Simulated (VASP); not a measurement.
Si2Mo (MoSi2 type): single point with LDA

Crystal: Si2Mo (MoSi2 type).

```xyz
3
Lattice="-1.5871 1.5871 3.8888 1.5871 -1.5871 3.8888 1.5871 1.5871 -3.8888" Properties=species:S:1:pos:R:3 pbc="T T T"
Mo    0.0000    0.0000    0.0000
Si    0.0000    0.0000    2.6073
Si    0.0000    0.0000   -2.6073
```

| Quantity | Value |
| --- | --- |
| Program | VASP 6.6.1 |
| Task | single point |
| Functional | LDA |
| Potentials or basis | VASP PAW LDA potentials, release 64 (Mo_sv, Si) |
| Cutoff | 520 eV |
| k mesh | 15 × 15 × 15 |
| Occupations | fermi-dirac, width 0.05 eV |
| Spin | no spin polarisation |

```json
{"Pressure": "0.7 GPa", "Largest force": "0.012 eV/Å", "Band gap on the k mesh": "zero (bands 11 and 12 overlap by 0.91 eV)"}
```

Forces in eV/Å, atoms in the order of the input:
```
Mo   0.000  0.000  0.000
Si   0.000  0.000 -0.012
Si   0.000  0.000  0.012
```

Levels at points of the mesh, in eV from the Fermi level:
```csv
k point,band 8,band 9,band 10,band 11,band 12,band 13,band 14,band 15
"(0.00, 0.00, 0.00)",-3.21,-2.67,-2.67,0.39,3.18,3.30,3.59,3.59
```

It took 2.5 min on 1 thread of Intel(R) Xeon(R) 6975P-C (Granite Rapids) (shared host), peak memory 0.31 GiB.
